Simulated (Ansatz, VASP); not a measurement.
## BaRu: VASP beside Ansatz

Contents of INCAR:

```
PREC     = Accurate       # precision mode
ENCUT    = 600            # plane-wave cutoff, eV
EDIFF    = 1E-6           # SCF threshold, eV
ISMEAR   = 0              # smearing method
SIGMA    = 0.1            # smearing width, eV
LREAL    = F              # projectors in reciprocal space
LASPH    = T              # aspherical terms in the spheres
NELM     = 120            # most SCF steps
ALGO     = Normal         # electronic algorithm
ISIF     = 2              # what is computed and relaxed
LWAVE    = F              # write WAVECAR
LCHARG   = F              # write CHGCAR
GGA      = PE             # functional
NBANDS   = 34             # bands
GGA_COMPAT= F
```

KPOINTS

```
regular mesh
0
Gamma
  6 6 4
```

File POSCAR:

```
BaRu
1.0
    4.3142605411      0.0000000000      0.0000000000
   -2.1571302705      3.7362592271      0.0000000000
    0.0000000000      0.0000000000      6.9091394782
Ba Ru
2 2
Direct
    0.3333333333      0.6666666667      0.0000000000
    0.6666666667      0.3333333333      0.5000000000
    0.3333333333      0.6666666667      0.3821000000
    0.6666666667      0.3333333333      0.8821000000
```

Input for Ansatz:

```yaml
crystal:
  lattice:
    - [4.3142605411, 0.0, 0.0]
    - [-2.1571302705, 3.7362592271, 0.0]
    - [0.0, 0.0, 6.9091394782]
  atoms:
    - { symbol: Ba, position: [0.3333333333, 0.6666666667, 0.0] }
    - { symbol: Ba, position: [0.6666666667, 0.3333333333, 0.5] }
    - { symbol: Ru, position: [0.3333333333, 0.6666666667, 0.3821] }
    - { symbol: Ru, position: [0.6666666667, 0.3333333333, 0.8821] }
basis:
  ecutwfc: 420
kpoints:
  mp_grid: { grid: [6, 6, 4] }
hamiltonian:
  xc: pbe
scf:
  occupations: { method: gaussian, width: 0.1 }
  lower_state_search: "off"
output:
  forces: true
  stress: true
  eigenvalues: true
```

Alike in both runs: task single point; functional PBE; k mesh 6 × 6 × 4; occupations gaussian, width 0.1 eV; no spin polarisation.

|  | VASP | Ansatz |
| --- | --- | --- |
| version | VASP 6.6.1 | Ansatz 0.2.0 |
| potentials or method | VASP PAW PBE potentials, release 64 (Ba_sv, Ru_sv), cutoff 600 eV | scalar-relativistic, plane waves, PAW |
| valence electrons in the cell | 52 | 52 |

VASP gave:

| Property | Result |
| --- | --- |
| gap on the k mesh at the Fermi level (eV) | none |
| pressure (GPa) | 7.5 |
| traceless stress, the component that is largest in VASP (GPa) | -1.12 |
| rms of the force components (eV/Å) | 0.036 |

Question: Which values does Ansatz return?

Answer: gap on the k mesh at the Fermi level (eV): none; pressure (GPa): 2.0; traceless stress, the component that is largest in VASP (GPa): -0.62; rms of the force components (eV/Å): 0.061.

Atom by atom the forces differ by 0.025 eV/Å (rms over components). A gap of «none» marks a metal or a gap that the smearing closes. One of these differences is far larger than is usual between the two programs; its cause wasn't traced.

Spin-orbit coupling is off throughout.
